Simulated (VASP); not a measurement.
# Ge3Rh (Pm-3n) in VASP: single point with PBE

Aim: the single point of Ge3Rh with PBE.

Everything below comes from runs of VASP 6.6.1. Logs are shortened: lines on timing, memory, paths and dates and some standing lists are left out, and cuts for length are marked.

## Step 1: The cell of the first run

Symmetry: Pm-3n, No. 223, cubic system. The conventional cell has a = 5.138 Å, b = 5.138 Å, c = 5.138 Å, α = 90.00°, β = 90.00°, γ = 90.00°. Ge (site symmetry -4m2) has 10 Ge at 2.57 to 3.15 Å and 4 Rh at 2.87 Å within 3.4 Å. Within 3.8 Å of Rh (site symmetry m-3) lie 12 Ge at 2.87 Å.

The cell was built from a structure type or drawn by symmetry, and may not be a known phase.

## Step 2: Single point, PBE

Contents of INCAR:

```
SYSTEM = Ge3Rh
PREC = Accurate
ENCUT = 520
EDIFF = 1E-6
ISMEAR = 0
SIGMA = 0.1
LREAL = .False.
LASPH = .True.
NELM = 100
ALGO = Fast
ISIF = 2
LWAVE = .False.
LCHARG = .False.
GGA = PE
NBANDS = 67
```

Contents of KPOINTS:

```
regular mesh
0
Gamma
  8 8 8
  0 0 0
```

Contents of POSCAR:

```
Ge3Rh
1.0
    5.1382110629      0.0000000000      0.0000000000
    0.0000000000      5.1382110629      0.0000000000
    0.0000000000      0.0000000000      5.1382110629
Ge Rh
6 2
Direct
    0.2500000000      0.0000000000      0.5000000000
    0.5000000000      0.7500000000      0.0000000000
    0.7500000000      0.0000000000      0.5000000000
    0.5000000000      0.2500000000      0.0000000000
    0.0000000000      0.5000000000      0.7500000000
    0.0000000000      0.5000000000      0.2500000000
    0.0000000000      0.0000000000      0.0000000000
    0.5000000000      0.5000000000      0.5000000000
```

Potentials or basis: VASP PAW PBE potentials, release 64 (Ge_d, Rh_pv).

On the command line:

```bash
cat potpaw_PBE.64/Ge_d/POTCAR potpaw_PBE.64/Rh_pv/POTCAR > POTCAR
mpirun -np 1 vasp_std > vasp.out
```

OUTCAR:

```text
SYSTEM = Ge3Rh
   PREC = Accurate
   ENCUT = 520
   EDIFF = 1E-6
   ISMEAR = 0
   LREAL = .False.
   LASPH = .True.
   NELM = 100
   ISIF = 2
   GGA = PE

 ion  position               nearest neighbor table
   1  0.250  0.000  0.500-   3 2.57   3 2.57   8 2.87   7 2.87   8 2.87   7 2.87
   2  0.500  0.750  0.000-   4 2.57   4 2.57   8 2.87   8 2.87   7 2.87   7 2.87
   3  0.750  0.000  0.500-   1 2.57   1 2.57   8 2.87   7 2.87   8 2.87   7 2.87
   4  0.500  0.250  0.000-   2 2.57   2 2.57   8 2.87   8 2.87   7 2.87   7 2.87
   5  0.000  0.500  0.750-   6 2.57   6 2.57   8 2.87   7 2.87   7 2.87   8 2.87
   6  0.000  0.500  0.250-   5 2.57   5 2.57   8 2.87   7 2.87   7 2.87   8 2.87
   7  0.000  0.000  0.000-   1 2.87   2 2.87   3 2.87   4 2.87   5 2.87   6 2.87   1 2.87   3 2.87
                             5 2.87   6 2.87   2 2.87   4 2.87
   8  0.500  0.500  0.500-   1 2.87   2 2.87   3 2.87   4 2.87   5 2.87   6 2.87   2 2.87   4 2.87
                             1 2.87   3 2.87   5 2.87   6 2.87

  LATTYP: Found a simple cubic cell.
 ALAT       =     5.1382110629

  Lattice vectors:

 A1 = (   5.1382110629,   0.0000000000,   0.0000000000)
 A2 = (   0.0000000000,   5.1382110629,   0.0000000000)
 A3 = (   0.0000000000,   0.0000000000,   5.1382110629)

Analysis of symmetry for initial positions (statically):
=====================================================================
 Subroutine PRICEL returns:
 Original cell was already a primitive cell.

 Routine SETGRP: Setting up the symmetry group for a
 simple cubic supercell.

 Subroutine GETGRP returns: Found 48 space group operations
 (whereof 24 operations were pure point group operations)
 out of a pool of 48 trial point group operations.

The static configuration has the point symmetry T_h .
 The point group associated with its full space group is O_h .

Analysis of symmetry for dynamics (positions and initial velocities):
=====================================================================
 Subroutine PRICEL returns:
 Original cell was already a primitive cell.

 Routine SETGRP: Setting up the symmetry group for a
 simple cubic supercell.

 Subroutine GETGRP returns: Found 48 space group operations
 (whereof 24 operations were pure point group operations)
 out of a pool of 48 trial point group operations.

The dynamic configuration has the point symmetry T_h .
 The point group associated with its full space group is O_h .

 Subroutine INISYM returns: Found 48 space group operations
 (whereof 24 operations are pure point group operations),
 and found     1 'primitive' translations

----------------------------------------------------------------------------------------

                                     Primitive cell

  volume of cell :     135.6550

  direct lattice vectors                    reciprocal lattice vectors
     5.138211063  0.000000000  0.000000000     0.194620265  0.000000000  0.000000000
     0.000000000  5.138211063  0.000000000     0.000000000  0.194620265  0.000000000
     0.000000000  0.000000000  5.138211063     0.000000000  0.000000000  0.194620265

  length of vectors
     5.138211063  5.138211063  5.138211063     0.194620265  0.194620265  0.194620265

  position of ions in fractional coordinates (direct lattice)
     0.250000000  0.000000000  0.500000000
     0.500000000  0.750000000  0.000000000
     0.750000000  0.000000000  0.500000000
     0.500000000  0.250000000  0.000000000
     0.000000000  0.500000000  0.750000000
     0.000000000  0.500000000  0.250000000
     0.000000000  0.000000000  0.000000000
     0.500000000  0.500000000  0.500000000

  ion indices of the primitive-cell ions
   primitive index   ion index
                 1           1
                 2           2
                 3           3
                 4           4
                 5           5
                 6           6
                 7           7
                 8           8

----------------------------------------------------------------------------------------

 KPOINTS: regular mesh

Automatic generation of k-mesh.
 Grid dimensions read from file:
 generate k-points for:    8    8    8

 Generating k-lattice:

  Cartesian coordinates                     Fractional coordinates (reciprocal lattice)
     0.024327533  0.000000000  0.000000000     0.125000000  0.000000000  0.000000000
     0.000000000  0.024327533  0.000000000     0.000000000  0.125000000  0.000000000
     0.000000000  0.000000000  0.024327533     0.000000000  0.000000000  0.125000000

  Length of vectors
     0.024327533  0.024327533  0.024327533

  Shift w.r.t. Gamma in fractional coordinates (k-lattice)
     0.000000000  0.000000000  0.000000000

 Subroutine IBZKPT returns following result:
 ===========================================

 Found     35 irreducible k-points:

 Following reciprocal coordinates:
            Coordinates               Weight
  0.000000  0.000000  0.000000      1.000000
  0.125000  0.000000  0.000000      6.000000
  0.250000  0.000000  0.000000      6.000000
  0.375000  0.000000  0.000000      6.000000
  0.500000  0.000000  0.000000      3.000000
  0.125000  0.125000  0.000000     12.000000
[... 16 lines left out ...]
  0.375000  0.375000  0.125000     24.000000
  0.500000  0.375000  0.125000     24.000000
 [... further k-points ...]
   k-points           NKPTS =     35   k-points in BZ     NKDIM =     35   number of bands    NBANDS=     67
   number of dos      NEDOS =    301   number of ions     NIONS =      8
   total plane-waves  NPLWV =  64000
   dimension x,y,z NGX =    40 NGY =   40 NGZ =   40
   dimension x,y,z NGXF=    80 NGYF=   80 NGZF=   80
   ions per type =               6   2
   NGX,Y,Z   is equivalent  to a cutoff of  12.94, 12.94, 12.94 a.u.
   NGXF,Y,Z  is equivalent  to a cutoff of  25.88, 25.88, 25.88 a.u.
 SYSTEM =  Ge3Rh
   PREC   = accura    normal or accurate (medium, high low for compatibility)
   ISTART =      0    job   : 0-new  1-cont  2-samecut
   ICHARG =      2    charge: 1-file 2-atom 10-const
   ISPIN  =      1    spin polarized calculation?
   LNONCOLLINEAR =      F non collinear calculations
   LSORBIT =      F    spin-orbit coupling
   LASPH  =      T    aspherical Exc in radial PAW
   ENCUT  =  520.0 eV  38.22 Ry    6.18 a.u.   9.55  9.55  9.55*2*pi/ulx,y,z
   NELM   =    100;   NELMIN=  2; NELMDL= -5     # of ELM steps
   EDIFF  = 0.1E-05   stopping-criterion for ELM
   LREAL  =      F    real-space projection
   EDIFFG = 0.1E-04   stopping-criterion for IOM
   NSW    =      0    number of steps for IOM
   IBRION =     -1    ionic relax: 0-MD 1-quasi-New 2-CG
   NFREE  =      0    steps in history (QN), initial steepest desc. (CG)
   ISIF   =      2    stress and relaxation
   ISYM   =      2    0-nonsym 1-usesym 2-fastsym
   POTIM  = 0.5000    time-step for ionic-motion
   TEBEG  =    0.0;   TEEND  =   0.0 temperature during run
   PSTRESS=    0.0 pullay stress
   NELECT =     114.0000    total number of electrons
   NUPDOWN=      -1.0000    fix difference up-down
   EMIN   =  10.00;   EMAX   =-10.00  energy-range for DOS
   EFERMI =   0.00;   METHOD = LEGACY
   ISMEAR =     0;   SIGMA  =   0.10  broadening in eV -4-tet -1-fermi 0-gaus
   EFERMI_NEDOS =   21; number of points for ismear=-14 and -15
   IALGO  =     68    algorithm
   IMIX   =      4    mixing-type and parameters
     AMIX     =   0.40;   BMIX     =  1.00
     AMIX_MAG =   1.60;   BMIX_MAG =  1.00
  volume/ion in A,a.u.               =      16.96       114.43
  Fermi-wavevector in a.u.,A,eV,Ry     =   1.544891  2.919421 32.472864  2.386688
  Thomas-Fermi vector in A             =   2.650347
   LORBIT       =      0    0 simple, 1 ext, 2 COOP (PROOUT), +10 PAW based schemes
   GGA     = PE    functional components
   LHFCALC =     F    Hartree Fock is set to
   AEXX    =    0.0000 exact exchange contribution
   IVDW    =     0    specifies the selected vdW correction
   LEPSILON=     F    determine dielectric tensor
   LRPA    =     F    only Hartree local field effects (RPA)
 non-spin polarized calculation
 RMM-DIIS sequential band-by-band and
 Gauss-broadening in eV      SIGMA  =   0.10
  energy-cutoff  :      520.00
  volume of cell :      135.66
 maximum number of plane-waves:      3743
 NGX is ok and might be reduce to    40
   NGX = 19   NGY = 19   NGZ = 19

 number of electron     114.0000018 magnetization

 Free energy of the ion-electron system (eV)
  ---------------------------------------------------
  ext. energy  EPLUGINS =         0.00000000
  ---------------------------------------------------
  free energy    TOTEN  =       -40.89675011 eV

  energy without entropy =      -40.86472057  energy(sigma->0) =      -40.88073534

 E-fermi :   8.1776     XC(G=0): -12.0339

 val. band max:        8.1749052871   @ k =   0.5000   0.1250   0.0000
 cond. band min:       8.1965412078   @ k =   0.5000   0.2500   0.0000
 fundamental gap:      0.0216359207
 Fermi energy:         8.1775805530

 k-point     1 :       0.0000    0.0000    0.0000
  band No.  band energies     occupation
      1     -37.8830      2.00000
      2     -37.8830      2.00000
      3     -37.8830      2.00000
      4     -37.8820      2.00000
      5     -37.8820      2.00000
      6     -37.8820      2.00000
[... 59 lines left out ...]
     66      13.0580      0.00000
     67      13.2809      0.00000

 k-point     2 :       0.1250    0.0000    0.0000
  band No.  band energies     occupation
      1     -37.8830      2.00000
      2     -37.8830      2.00000
      3     -37.8830      2.00000
      4     -37.8821      2.00000
      5     -37.8820      2.00000
      6     -37.8820      2.00000
[... 59 lines left out ...]
     66      12.6198      0.00000
     67      12.8828      0.00000

 k-point     3 :       0.2500    0.0000    0.0000
  band No.  band energies     occupation
      1     -37.8829      2.00000
      2     -37.8829      2.00000
      3     -37.8829      2.00000
      4     -37.8822      2.00000
      5     -37.8821      2.00000
      6     -37.8821      2.00000
[... 1459 lines left out ...]
     66      12.5850      0.00000
     67      13.0618      0.00000

 k-point    24 :       0.5000    0.3750    0.1250
  band No.  band energies     occupation
      1     -37.8832      2.00000
      2     -37.8832      2.00000
      3     -37.8825      2.00000
      4     -37.8825      2.00000
      5     -37.8821      2.00000
      6     -37.8821      2.00000
[... 59 lines left out ...]
     66      12.7766      0.00000
     67      12.9937      0.00000

 [... further k-points ...]

------------------------ aborting loop because EDIFF is reached ----------------------------------------

  FORCE on cell =-STRESS in cart. coord.  units (eV):
  Direction    XX          YY          ZZ          XY          YZ          ZX
  --------------------------------------------------------------------------------------
  -------------------------------------------------------------------------------------
  Total        0.0507942      0.0507942      0.0507942     -0.0000000      0.0000000     -0.0000000
  in kB        0.5999137      0.5999137      0.5999137     -0.0000000      0.0000000     -0.0000000
  external PRESSURE =       0.5999137 kB  Pullay stress =       0.0000000 kB

 VOLUME and BASIS-vectors are now :
 -----------------------------------------------------------------------------
  energy-cutoff  :      520.00
  volume of cell :      135.66
      direct lattice vectors                 reciprocal lattice vectors
     5.138211063  0.000000000  0.000000000     0.194620265  0.000000000  0.000000000
     0.000000000  5.138211063  0.000000000     0.000000000  0.194620265  0.000000000
     0.000000000  0.000000000  5.138211063     0.000000000  0.000000000  0.194620265

 POSITION                                       TOTAL-FORCE (eV/Angst)
 -----------------------------------------------------------------------------------
      1.28455      0.00000      2.56911        -0.000000     -0.000000      0.000000
      2.56911      3.85366      0.00000         0.000000      0.000000     -0.000000
      3.85366      0.00000      2.56911         0.000000     -0.000000     -0.000000
      2.56911      1.28455      0.00000        -0.000000     -0.000000      0.000000
      0.00000      2.56911      3.85366        -0.000000      0.000000      0.000000
      0.00000      2.56911      1.28455         0.000000     -0.000000     -0.000000
      0.00000      0.00000      0.00000         0.000000      0.000000     -0.000000
      2.56911      2.56911      2.56911         0.000000      0.000000     -0.000000
 -----------------------------------------------------------------------------------
    total drift:                               -0.000000     -0.000000     -0.000000

  FREE ENERGIE OF THE ION-ELECTRON SYSTEM (eV)
  ---------------------------------------------------
  free  energy   TOTEN  =       -40.8967501097 eV

  energy  without entropy=      -40.8647205687  energy(sigma->0) =      -40.88073534
```

Wall time 2.6 min (1 thread of Intel Xeon 6975P-C (Granite Rapids), shared host); peak memory 0.39 GiB.

What came out:

```yaml
Free_energy: -40.8968 eV
Pressure: 0.1 GPa
Band_gap_on_the_k_mesh: zero (bands 57 and 58 overlap by 1.99 eV)
```
